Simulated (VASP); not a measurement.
# Fe (Pm-3m) in VASP: single point with RPBE

Aim: the single point of Fe with RPBE.

Everything below comes from runs of VASP 6.6.1. Logs are shortened: lines on timing, memory, paths and dates and some standing lists are left out, and cuts for length are marked.

## 1. The cell of the first run

Symmetry: Pm-3m, No. 221, cubic system. Conventional cell: a = 2.321 Å, b = 2.321 Å, c = 2.321 Å, α = 90.00°, β = 90.00°, γ = 90.00°. Within 3.1 Å of Fe (site symmetry m-3m) lie 6 Fe at 2.32 Å.

This isn't the form of Fe at room conditions, which is bcc.

## 2. Single point, RPBE, collinear spin, antiferromagnetic start (12.51 Å³/atom)

INCAR

```
ALGO = Normal
EDIFF = 1E-6
ENCUT = 690
GGA = RP
GGA_COMPAT = F
ISIF = 2
ISMEAR = -1
ISPIN = 2
LASPH = T
LCHARG = F
LMAXMIX = 4
LORBIT = 11
LREAL = F
LWAVE = F
MAGMOM = 2.395 -2.395
NBANDS = 27
NELM = 200
PREC = Accurate
SIGMA = 0.05
```

KPOINTS

```
k-points
0
Gamma
  13 13 13
```

POSCAR

```
Fe
1.0
    0.0000000000      2.3212128726      2.3212128726
    2.3212128726      0.0000000000      2.3212128726
    2.3212128726      2.3212128726      0.0000000000
Fe
2
Direct
    0.0000000000      0.0000000000      0.0000000000
    0.5000000000      0.5000000000      0.5000000000
```

Potentials or basis: VASP PAW PBE potentials, release 64 (Fe_sv).

Launch:

```sh
> cat potpaw_PBE.64/Fe_sv/POTCAR > POTCAR
> mpirun -np 1 vasp_std > vasp.out
```

OUTCAR:

```text
EDIFF = 1E-6
   ENCUT = 690
   GGA = RP
   ISIF = 2
   ISMEAR = -1
   ISPIN = 2
   LASPH = T
   LORBIT = 11
   LREAL = F
   NELM = 200
   PREC = Accurate

 ion  position               nearest neighbor table
   1  0.000  0.000  0.000-   2 2.32   2 2.32   2 2.32   2 2.32   2 2.32   2 2.32
   2  0.500  0.500  0.500-   1 2.32   1 2.32   1 2.32   1 2.32   1 2.32   1 2.32

  LATTYP: Found a face centered cubic cell.
 ALAT       =     4.6424257452

  Lattice vectors:

 A1 = (   0.0000000000,   2.3212128726,   2.3212128726)
 A2 = (   2.3212128726,   0.0000000000,   2.3212128726)
 A3 = (   2.3212128726,   2.3212128726,   0.0000000000)

Analysis of symmetry for initial positions (statically):
=====================================================================
 Subroutine PRICEL returns following result:

  LATTYP: Found a simple cubic cell.
 ALAT       =     2.3212128726

  Lattice vectors:

 A1 = (  -2.3212128726,   0.0000000000,   0.0000000000)
 A2 = (   0.0000000000,   0.0000000000,   2.3212128726)
 A3 = (   0.0000000000,   2.3212128726,   0.0000000000)

   2 primitive cells build up your supercell.

 Routine SETGRP: Setting up the symmetry group for a
 face centered cubic supercell.

 Subroutine GETGRP returns: Found 48 space group operations
 (whereof 48 operations were pure point group operations)
 out of a pool of 48 trial point group operations.

The static configuration has the point symmetry O_h .

Analysis of symmetry for dynamics (positions and initial velocities):
=====================================================================
 Subroutine PRICEL returns following result:

  LATTYP: Found a simple cubic cell.
 ALAT       =     2.3212128726

  Lattice vectors:

 A1 = (  -2.3212128726,   0.0000000000,   0.0000000000)
 A2 = (   0.0000000000,   0.0000000000,   2.3212128726)
 A3 = (   0.0000000000,   2.3212128726,   0.0000000000)

   2 primitive cells build up your supercell.

 Routine SETGRP: Setting up the symmetry group for a
 face centered cubic supercell.

 Subroutine GETGRP returns: Found 48 space group operations
 (whereof 48 operations were pure point group operations)
 out of a pool of 48 trial point group operations.

The dynamic configuration has the point symmetry O_h .

Analysis of structural, dynamic, and magnetic symmetry:
=====================================================================
 Subroutine PRICEL returns following result:

  LATTYP: Found a simple cubic cell.
 ALAT       =     2.3212128726

  Lattice vectors:

 A1 = (  -2.3212128726,   0.0000000000,   0.0000000000)
 A2 = (   0.0000000000,   0.0000000000,   2.3212128726)
 A3 = (   0.0000000000,   2.3212128726,   0.0000000000)

   2 primitive cells build up your supercell.

 Routine SETGRP: Setting up the symmetry group for a
 face centered cubic supercell.

 Subroutine GETGRP returns: Found 48 space group operations
 (whereof 48 operations were pure point group operations)
 out of a pool of 48 trial point group operations.

The overall configuration has the point symmetry O_h .

 Subroutine INISYM returns: Found 48 space group operations
 (whereof 48 operations are pure point group operations),
 and found     2 'primitive' translations

----------------------------------------------------------------------------------------

                                     Primitive cell

  volume of cell :      12.5068

  direct lattice vectors                    reciprocal lattice vectors
    -2.321212873  0.000000000  0.000000000    -0.430809260  0.000000000  0.000000000
     0.000000000  0.000000000  2.321212873     0.000000000  0.000000000  0.430809260
     0.000000000  2.321212873  0.000000000     0.000000000  0.430809260  0.000000000

  length of vectors
     2.321212873  2.321212873  2.321212873     0.430809260  0.430809260  0.430809260

  position of ions in fractional coordinates (direct lattice)
     0.000000000  0.000000000  0.000000000

  ion indices of the primitive-cell ions
   primitive index   ion index
                 1           1

----------------------------------------------------------------------------------------

 KPOINTS: k-points

Automatic generation of k-mesh.
 Grid dimensions read from file:
 generate k-points for:   13   13   13

 Generating k-lattice:

  Cartesian coordinates                     Fractional coordinates (reciprocal lattice)
    -0.016569587  0.016569587  0.016569587     0.076923077  0.000000000  0.000000000
     0.016569587 -0.016569587  0.016569587     0.000000000  0.076923077  0.000000000
     0.016569587  0.016569587 -0.016569587     0.000000000  0.000000000  0.076923077

  Length of vectors
     0.028699366  0.028699366  0.028699366

  Shift w.r.t. Gamma in fractional coordinates (k-lattice)
     0.000000000  0.000000000  0.000000000

 Subroutine IBZKPT returns following result:
 ===========================================

 Found     84 irreducible k-points:

 Following reciprocal coordinates:
            Coordinates               Weight
  0.000000  0.000000  0.000000      1.000000
  0.076923  0.000000  0.000000      8.000000
  0.153846  0.000000  0.000000      8.000000
  0.230769  0.000000  0.000000      8.000000
  0.307692  0.000000  0.000000      8.000000
  0.384615  0.000000  0.000000      8.000000
[... 16 lines left out ...]
  0.384615  0.153846  0.000000     24.000000
  0.461538  0.153846  0.000000     24.000000
 [... further k-points ...]
   k-points           NKPTS =     84   k-points in BZ     NKDIM =     84   number of bands    NBANDS=     27
   number of dos      NEDOS =    301   number of ions     NIONS =      2
   total plane-waves  NPLWV =  21952
   dimension x,y,z NGX =    28 NGY =   28 NGZ =   28
   dimension x,y,z NGXF=    56 NGYF=   56 NGZF=   56
   ions per type =               2
   NGX,Y,Z   is equivalent  to a cutoff of  14.18, 14.18, 14.18 a.u.
   NGXF,Y,Z  is equivalent  to a cutoff of  28.36, 28.36, 28.36 a.u.
 SYSTEM =  unknown system
   PREC   = accura    normal or accurate (medium, high low for compatibility)
   ISTART =      0    job   : 0-new  1-cont  2-samecut
   ICHARG =      2    charge: 1-file 2-atom 10-const
   ISPIN  =      2    spin polarized calculation?
   LNONCOLLINEAR =      F non collinear calculations
   LSORBIT =      F    spin-orbit coupling
   LASPH  =      T    aspherical Exc in radial PAW
   ENCUT  =  690.0 eV  50.71 Ry    7.12 a.u.   7.03  7.03  7.03*2*pi/ulx,y,z
   NELM   =    200;   NELMIN=  2; NELMDL= -5     # of ELM steps
   EDIFF  = 0.1E-05   stopping-criterion for ELM
   LREAL  =      F    real-space projection
   EDIFFG = 0.1E-04   stopping-criterion for IOM
   NSW    =      0    number of steps for IOM
   IBRION =     -1    ionic relax: 0-MD 1-quasi-New 2-CG
   NFREE  =      0    steps in history (QN), initial steepest desc. (CG)
   ISIF   =      2    stress and relaxation
   ISYM   =      2    0-nonsym 1-usesym 2-fastsym
   POTIM  = 0.5000    time-step for ionic-motion
   TEBEG  =    0.0;   TEEND  =   0.0 temperature during run
   PSTRESS=    0.0 pullay stress
   NELECT =      32.0000    total number of electrons
   NUPDOWN=      -1.0000    fix difference up-down
   EMIN   =  10.00;   EMAX   =-10.00  energy-range for DOS
   EFERMI =   0.00;   METHOD = LEGACY
   ISMEAR =    -1;   SIGMA  =   0.05  broadening in eV -4-tet -1-fermi 0-gaus
   EFERMI_NEDOS =   21; number of points for ismear=-14 and -15
   IALGO  =     38    algorithm
   IMIX   =      4    mixing-type and parameters
     AMIX     =   0.40;   BMIX     =  1.00
     AMIX_MAG =   1.60;   BMIX_MAG =  1.00
  volume/ion in A,a.u.               =      12.51        84.40
  Fermi-wavevector in a.u.,A,eV,Ry     =   1.777187  3.358397 42.972566  3.158395
  Thomas-Fermi vector in A             =   2.842631
   LORBIT       =     11    0 simple, 1 ext, 2 COOP (PROOUT), +10 PAW based schemes
   GGA     = RP    functional components
   LHFCALC =     F    Hartree Fock is set to
   AEXX    =    0.0000 exact exchange contribution
   IVDW    =     0    specifies the selected vdW correction
   LEPSILON=     F    determine dielectric tensor
   LRPA    =     F    only Hartree local field effects (RPA)
 spin polarized calculation
  energy-cutoff  :      690.00
  volume of cell :       25.01
 maximum number of plane-waves:      1041
   NGX = 13   NGY = 13   NGZ = 13

 number of electron      32.0000000 magnetization       0.0000000

 number of electron      32.0000000 magnetization      -0.0000000

 Free energy of the ion-electron system (eV)
  ---------------------------------------------------
  ext. energy  EPLUGINS =         0.00000000
  ---------------------------------------------------
  free energy    TOTEN  =       -13.49154401 eV

  energy without entropy =      -13.44856800  energy(sigma->0) =      -13.47005601

 E-fermi :  11.4036     XC(G=0): -12.9113

 val. band max:       11.3993711224   @ k =  -0.2308   0.2308   0.0000
 cond. band min:      11.4100542018   @ k =   0.4615   0.3077   0.1538
 fundamental gap:      0.0106830794
 Fermi energy:        11.4035748998

 spin component 1

 k-point     1 :       0.0000    0.0000    0.0000
  band No.  band energies     occupation
      1     -77.2802      1.00000
      2     -75.0173      1.00000
      3     -43.2717      1.00000
      4     -43.2717      1.00000
      5     -43.2717      1.00000
      6     -41.0192      1.00000
[... 19 lines left out ...]
     26      28.4565      0.00000
     27      30.6260      0.00000
[... 667 lines left out ...]
      5     -43.2695      1.00000
      6     -41.0507      1.00000
[... 19 lines left out ...]
     26      29.6217      0.00000
     27      31.6006      0.00000

 [... further k-points ...]

 spin component 2

 k-point     1 :       0.0000    0.0000    0.0000
  band No.  band energies     occupation
      1     -77.2802      1.00000
      2     -75.0173      1.00000
      3     -43.2717      1.00000
      4     -43.2717      1.00000
      5     -43.2717      1.00000
      6     -41.0192      1.00000
[... 19 lines left out ...]
     26      28.4565      0.00000
     27      30.6260      0.00000
[... 667 lines left out ...]
      5     -43.2695      1.00000
      6     -41.0507      1.00000
[... 19 lines left out ...]
     26      29.6217      0.00000
     27      31.6006      0.00000

 [... further k-points ...]

------------------------ aborting loop because EDIFF is reached ----------------------------------------

  FORCE on cell =-STRESS in cart. coord.  units (eV):
  Direction    XX          YY          ZZ          XY          YZ          ZX
  --------------------------------------------------------------------------------------
  -------------------------------------------------------------------------------------
  Total        1.8249197      1.8249197      1.8249197     -0.0000000      0.0000000     -0.0000000
  in kB      116.8905593    116.8905593    116.8905593     -0.0000000      0.0000000     -0.0000000
  external PRESSURE =     116.8905593 kB  Pullay stress =       0.0000000 kB

 VOLUME and BASIS-vectors are now :
 -----------------------------------------------------------------------------
  energy-cutoff  :      690.00
  volume of cell :       25.01
      direct lattice vectors                 reciprocal lattice vectors
     0.000000000  2.321212873  2.321212873    -0.215404630  0.215404630  0.215404630
     2.321212873  0.000000000  2.321212873     0.215404630 -0.215404630  0.215404630
     2.321212873  2.321212873  0.000000000     0.215404630  0.215404630 -0.215404630

 POSITION                                       TOTAL-FORCE (eV/Angst)
 -----------------------------------------------------------------------------------
      0.00000      0.00000      0.00000        -0.000000     -0.000000      0.000000
      2.32121      2.32121      2.32121         0.000000      0.000000     -0.000000
 -----------------------------------------------------------------------------------
    total drift:                                0.000000      0.000000      0.000000

  FREE ENERGIE OF THE ION-ELECTRON SYSTEM (eV)
  ---------------------------------------------------
  free  energy   TOTEN  =       -13.4915440124 eV

  energy  without entropy=      -13.4485679999  energy(sigma->0) =      -13.47005601

 total charge

# of ion       s       p       d       tot
------------------------------------------
    1        2.207   6.031   5.556  13.794
    2        2.207   6.031   5.556  13.794
--------------------------------------------------
tot          4.414  12.061  11.112  27.587

 magnetization (x)

# of ion       s       p       d       tot
------------------------------------------
    1        0.028   0.011   1.882   1.921
    2       -0.028  -0.011  -1.882  -1.921
--------------------------------------------------
tot          0.000   0.000   0.000   0.000
```

Wall time 2.5 min (1 thread of Intel Xeon Platinum 8375C at 2.90GHz (Ice Lake), shared host); peak memory 0.25 GiB.

What came out:

```yaml
Free_energy: -13.4915 eV
Pressure: 11.7 GPa
Band_gap_on_the_k_mesh: zero (filled and empty bands overlap)
Net_moment: 0.00 μB per cell
Site_moments: Fe +1.92, -1.92 μB
Valence_electrons_inside_the_program's_atomic_spheres: Fe 13.79
```

Caveat: the cell stands under pressure; the antiferromagnetic order is the one typed at the start, and another may lie lower; the PAW data sets were made with another functional, which shifts forces and pressure a little.
